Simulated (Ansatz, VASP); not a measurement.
# Two plane-wave programs on BiTe

```
Bi Te
1.0
     0.00000    3.25119    3.17544
     3.25119    0.00000    3.17544
     3.25119    3.25119    0.00000
Bi Te
1 1
Direct
  0.02035 0.02035 0.97965
  0.46667 0.46667 0.53333
```

Change from the starting cell: mode 6 frozen in at -0.217 Å, normal strain along z -0.0233.

Alike in both runs: task single point; functional PBE; k mesh 12 × 12 × 12; occupations gaussian, width 0.15 eV; no spin polarisation.

|  | VASP | Ansatz |
| --- | --- | --- |
| version | VASP 6.6.1 | Ansatz 0.2.0 |
| potentials or method | VASP PAW PBE potentials, release 64 (Bi_d, Te), cutoff 520 eV | scalar-relativistic, plane waves, PAW |
| valence electrons in the cell | 21 | 31 |

|  | VASP | Ansatz | Ansatz less VASP |
| --- | --- | --- | --- |
| gap on the k mesh at the Fermi level (eV) | none | none | - |
| pressure (GPa) | 3.7 | 3.7 | +0.03 |
| traceless stress, the component that is largest in VASP (GPa) | 3.45 | 3.41 | -0.040 |
| rms of the force components (eV/Å) | 0.729 | 0.722 | -0.0067 |

Atom by atom the forces differ by 0.007 eV/Å (rms over components). A gap of «none» marks a metal or a gap that the smearing closes. VASP's potentials hold 21 valence electrons a cell and Ansatz's 31, so a difference there can come from the potentials and not from the codes.

Spin-orbit coupling is off throughout.
